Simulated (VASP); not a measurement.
# Pb (Im-3m) in VASP: further runs, part 2 of 2

VASP 6.6.1. Earlier steps stand in the parts before.

### 3 Single point, PBE (volume scaled by 0.78)

Input file INCAR:

```
ALGO     = Normal         # electronic algorithm
EDIFF    = 1E-6           # SCF threshold, eV
ENCUT    = 520            # plane-wave cutoff, eV
GGA      = PE             # functional
ISIF     = 2              # what is computed and relaxed
ISMEAR   = -1             # smearing method
LASPH    = T              # aspherical terms in the spheres
LCHARG   = T              # write CHGCAR
LELF     = T              # ELF
LREAL    = F              # projectors in reciprocal space
LVHAR    = T            
LWAVE    = F              # write WAVECAR
NBANDS   = 13             # bands
NELM     = 60             # most SCF steps
PREC     = Accurate       # precision mode
SIGMA    = 0.1            # smearing width, eV
```

Input file KPOINTS:

```
k-points
0
Gamma
  15 15 15
```

Input file POSCAR:

```
Pb
1.0
   -1.8409182259      1.8409182259      1.8409182259
    1.8409182259     -1.8409182259      1.8409182259
    1.8409182259      1.8409182259     -1.8409182259
Pb
1
Direct
    0.0000000000      0.0000000000      0.0000000000
```

Potentials or basis: VASP PAW PBE potentials, release 64 (Pb_d).

Launch:

```console
cat potpaw_PBE.64/Pb_d/POTCAR > POTCAR
mpirun -np 1 vasp_std > vasp.out
```

Wall time 15 s (1 thread of Intel Xeon Platinum 8375C at 2.90GHz (Ice Lake), shared host); peak memory 0.16 GiB.

It converged, with:

* Free energy: -3.2291 eV
* Pressure: 17.3 GPa
* Band gap on the k mesh: zero (band 7 reaches 19.27 eV, above the bottom of band 8 at 7.08 eV)

Levels at points of the mesh, in eV from the Fermi level:
| k point | band 3 | band 4 | band 5 | band 6 | band 7 | band 8 | band 9 | band 10 | band 11 | band 12 |
| --- | --- | --- | --- | --- | --- | --- | --- | --- | --- | --- |
| (0.00, 0.00, 0.00) | -17.40 | -17.00 | -17.00 | -13.27 | 9.56 | 9.56 | 9.56 | 11.31 | 11.31 | 11.31 |

Caveat: spin-orbit coupling is left out, which moves the levels of the heavy elements.

### 4 Single point, PBE (volume scaled by 0.88)

Input file INCAR:

```
SYSTEM = Pb
PREC = Accurate ; ENCUT = 520
EDIFF = 1E-6 ; ISMEAR = -1
SIGMA = 0.1 ; LREAL = .FALSE.
LASPH = .TRUE. ; NELM = 60
ALGO = Normal ; ISIF = 2
LWAVE = .FALSE. ; LCHARG = .FALSE.
GGA = PE ; NBANDS = 13
```

Input file KPOINTS:

```
regular mesh
0
G
  15 15 15
  0 0 0
```

Input file POSCAR:

```
Pb
1.0
   -1.9164486508      1.9164486508      1.9164486508
    1.9164486508     -1.9164486508      1.9164486508
    1.9164486508      1.9164486508     -1.9164486508
Pb
1
Direct
    0.0000000000      0.0000000000      0.0000000000
```

Potentials or basis: VASP PAW PBE potentials, release 64 (Pb_d).

Launch:

```console
cat potpaw_PBE.64/Pb_d/POTCAR > POTCAR
mpirun -np 1 vasp_std > vasp.out
```

OUTCAR:

```text
SYSTEM = Pb
   PREC = Accurate
   ENCUT = 520
   EDIFF = 1E-6
   ISMEAR = -1
   LREAL = .FALSE.
   LASPH = .TRUE.
   NELM = 60
   ISIF = 2
   GGA = PE

 ion  position               nearest neighbor table
   1  0.000  0.000  0.000-

  LATTYP: Found a body centered cubic cell.
 ALAT       =     3.8328973016

  Lattice vectors:

 A1 = (  -1.9164486508,   1.9164486508,   1.9164486508)
 A2 = (   1.9164486508,  -1.9164486508,   1.9164486508)
[... 563 lines left out ...]
     13      21.9694      0.00000

 [... further k-points ...]

------------------------ aborting loop because EDIFF is reached ----------------------------------------

  FORCE on cell =-STRESS in cart. coord.  units (eV):
  Direction    XX          YY          ZZ          XY          YZ          ZX
  --------------------------------------------------------------------------------------
  -------------------------------------------------------------------------------------
  Total        1.1633393      1.1633393      1.1633393     -0.0000000     -0.0000000      0.0000000
  in kB       66.2011353     66.2011353     66.2011353     -0.0000000     -0.0000000      0.0000000
  external PRESSURE =      66.2011353 kB  Pullay stress =       0.0000000 kB

 VOLUME and BASIS-vectors are now :
 -----------------------------------------------------------------------------
  energy-cutoff  :      520.00
  volume of cell :       28.15
      direct lattice vectors                 reciprocal lattice vectors
    -1.916448651  1.916448651  1.916448651     0.000000000  0.260899242  0.260899242
     1.916448651 -1.916448651  1.916448651     0.260899242  0.000000000  0.260899242
     1.916448651  1.916448651 -1.916448651     0.260899242  0.260899242  0.000000000

 POSITION                                       TOTAL-FORCE (eV/Angst)
 -----------------------------------------------------------------------------------
      0.00000      0.00000      0.00000        -0.000000      0.000000     -0.000000
 -----------------------------------------------------------------------------------
    total drift:                               -0.000000     -0.000000     -0.000000

  FREE ENERGIE OF THE ION-ELECTRON SYSTEM (eV)
  ---------------------------------------------------
  free  energy   TOTEN  =        -3.4586636688 eV

  energy  without entropy=       -3.4388584588  energy(sigma->0) =       -3.44876106
```

OSZICAR:

```text
N       E                     dE             d eps       ncg     rms          rms(c)
DAV:   1     0.106636965117E+03    0.10664E+03   -0.72069E+03  3153   0.129E+03
DAV:   2     0.158993827044E+01   -0.10505E+03   -0.10173E+03  3360   0.313E+02
DAV:   3    -0.335991313095E+01   -0.49499E+01   -0.49293E+01  3879   0.736E+01
DAV:   4    -0.346926767694E+01   -0.10935E+00   -0.10933E+00  3745   0.114E+01
DAV:   5    -0.347415365051E+01   -0.48860E-02   -0.48859E-02  4402   0.225E+00    0.623E-01
DAV:   6    -0.346204812912E+01    0.12106E-01   -0.14898E-02  3975   0.226E+00    0.303E-01
DAV:   7    -0.345882854192E+01    0.32196E-02   -0.64585E-03  4023   0.138E+00    0.900E-02
DAV:   8    -0.345866776457E+01    0.16078E-03   -0.44081E-04  4206   0.326E-01    0.915E-03
DAV:   9    -0.345866516346E+01    0.26011E-05   -0.90198E-06  4578   0.489E-02    0.524E-03
DAV:  10    -0.345866357377E+01    0.15897E-05   -0.72420E-07  2525   0.866E-03    0.387E-04
DAV:  11    -0.345866366878E+01   -0.95004E-07   -0.10287E-07  2175   0.612E-03
   1 F= -.34586637E+01 E0= -.34487611E+01  d E =-.198052E-01
```

It took 36 s on 1 thread of Intel Xeon Platinum 8375C at 2.90GHz (Ice Lake), shared host; peak memory 0.18 GiB.

Results:

* Free energy: -3.4587 eV
* Pressure: 6.6 GPa
* Band gap on the k mesh: zero (band 7 reaches 16.48 eV, above the bottom of band 8 at 5.88 eV)

Caveat: spin-orbit coupling is left out, which moves the levels of the heavy elements.

### 5 Single point, PBE (volume scaled by 0.88)

Input file INCAR:

```
PREC     = Accurate       # precision mode
ENCUT    = 520            # plane-wave cutoff, eV
EDIFF    = 1E-7           # SCF threshold, eV
ISMEAR   = -1             # smearing method
SIGMA    = 0.1            # smearing width, eV
LREAL    = F              # projectors in reciprocal space
LASPH    = T              # aspherical terms in the spheres
NELM     = 60             # most SCF steps
ALGO     = Normal         # electronic algorithm
ISIF     = 2              # what is computed and relaxed
LWAVE    = F              # write WAVECAR
LCHARG   = T              # write CHGCAR
GGA      = PE             # functional
LELF     = T              # ELF
LVHAR    = T            
NBANDS   = 13             # bands
```

Input file KPOINTS:

```
Automatic mesh
0
Gamma
  15 15 15
```

POSCAR is that of step 4.

Launch:

```console
cat potpaw_PBE.64/Pb_d/POTCAR > POTCAR
mpirun -np 1 vasp_std > vasp.out
```

Wall time 32 s (1 thread of Intel Xeon Platinum 8375C at 2.90GHz (Ice Lake), shared host); peak memory 0.18 GiB.

Results (log left out):

| Item | Value |
| --- | --- |
| Free energy | -3.4587 eV |
| Pressure | 6.6 GPa |
| Band gap on the k mesh | zero (band 7 reaches 16.48 eV, above the bottom of band 8 at 5.88 eV) |

Levels at points of the mesh, in eV from the Fermi level:
```
           k point  band 5  band 6  band 7  band 8  band 9  band 10
(0.00, 0.00, 0.00)  -16.90  -12.27    8.35    8.35    8.35    11.23
```

Caveat: spin-orbit coupling is left out, which moves the levels of the heavy elements.

### 6 Summary

| cell | gap on the mesh (eV) | pressure (GPa) |
| --- | --- | --- |
| a = 3.046 Å, angles 109.5°, 1 atom | none | 37.7 |
| a = 3.189 Å, angles 109.5°, 1 atom | none | 17.3 |
| a = 3.319 Å, angles 109.5°, 1 atom | none | 6.6 |

Alike in all rows: task single point; level PBE; potentials or basis VASP PAW PBE potentials, release 64 (Pb_d); no spin polarisation; k mesh 15 × 15 × 15; cutoff (eV) 520; smearing fermi-dirac 0.1 eV.

Caveats: spin-orbit coupling is left out, which moves the levels of the heavy elements.

Total energies depend on the potentials used, so only differences within one code and one set of settings carry meaning.
